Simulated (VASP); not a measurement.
Wanted: the native input for a VASP 6.6.1 run.

* Task: single point
* Functional: r2SCAN
* Potentials or basis: VASP PAW PBE potentials, release 64 (Sn_d, S)
* Cutoff: 550 eV
* k mesh: 9 × 9 × 6
* Occupations: gaussian, width 0.02 eV
* Spin: no spin polarisation
* Dipole correction: no
* Further INCAR settings: ALGO = Normal; EDIFF = 1e-06; NBANDS = 20

Crystal: SnS2.

```xyz
3
Lattice="3.6509 0.0000 0.0000 -1.8255 3.1618 0.0000 0.0000 0.0000 6.0744" Properties=species:S:1:pos:R:3 pbc="T T T"
Sn    0.0000    0.0000    0.0000
S     0.0000    2.1079    1.4740
S     1.8255    1.0539    4.6004
```

These files were run (other wordings do the same):

POSCAR

```
SnS2
1.0
    3.6509222555      0.0000000000      0.0000000000
   -1.8254611278      3.1617914205      0.0000000000
    0.0000000000      0.0000000000      6.0743884186
Sn S
1 2
Direct
    0.0000000000      0.0000000000      0.0000000000
    0.3333333333      0.6666666667      0.2426538513
    0.6666666667      0.3333333333      0.7573461487
```

INCAR.step1

```
SYSTEM = SnS2
ALGO     = Normal         ! electronic algorithm
EDIFF    = 1E-5           ! SCF threshold, eV
ENCUT    = 550            ! plane-wave cutoff, eV
GGA      = PE             ! functional
GGA_COMPAT= .FALSE.      
ISMEAR   = 0              ! smearing method
LASPH    = .TRUE.         ! aspherical terms in the spheres
LCHARG   = .FALSE.        ! write CHGCAR
LREAL    = .FALSE.        ! projectors in reciprocal space
LWAVE    = .TRUE.         ! write WAVECAR
NBANDS   = 20             ! bands
NELM     = 120            ! most SCF steps
PREC     = Accurate       ! precision mode
SIGMA    = 0.02           ! smearing width, eV
```

INCAR.step2

```
SYSTEM = SnS2
ALGO     = Normal         ! electronic algorithm
EDIFF    = 1E-6           ! SCF threshold, eV
ENCUT    = 550            ! plane-wave cutoff, eV
GGA_COMPAT= .FALSE.      
ISIF     = 2              ! what is computed and relaxed
ISMEAR   = 0              ! smearing method
ISTART   = 1            
LASPH    = .TRUE.         ! aspherical terms in the spheres
LCHARG   = .FALSE.        ! write CHGCAR
LMIXTAU  = .TRUE.       
LREAL    = .FALSE.        ! projectors in reciprocal space
LWAVE    = .FALSE.        ! write WAVECAR
METAGGA  = R2SCAN         ! meta-GGA
NBANDS   = 20             ! bands
NELM     = 120            ! most SCF steps
PREC     = Accurate       ! precision mode
SIGMA    = 0.02           ! smearing width, eV
```

KPOINTS

```
k-points
0
G
  9 9 6
  0 0 0
```

Potentials or basis: VASP PAW PBE potentials, release 64 (Sn_d, S).

The run is started by

```console
$ cat potpaw_PBE.64/Sn_d/POTCAR potpaw_PBE.64/S/POTCAR > POTCAR
$ cp INCAR.step1 INCAR
$ mpirun -np 1 vasp_std > vasp.out
$ cp INCAR.step2 INCAR
$ mpirun -np 1 vasp_std > vasp.out
```

Results of the run:

* Pressure: 0.7 GPa
* Largest force: 0.088 eV/Å
* Band gap on the k mesh: 1.86 eV (least direct gap 2.24 eV)

Caveat: the PAW data sets were made with another functional, which shifts forces and pressure a little; spin-orbit coupling is left out, which moves the levels of the heavy elements; an odd mesh through Γ misses points on the zone boundary, where band edges can lie.

It took 5.4 min on 1 thread of Intel Xeon 8259CL, on a shared host, peak memory 0.25 GiB.
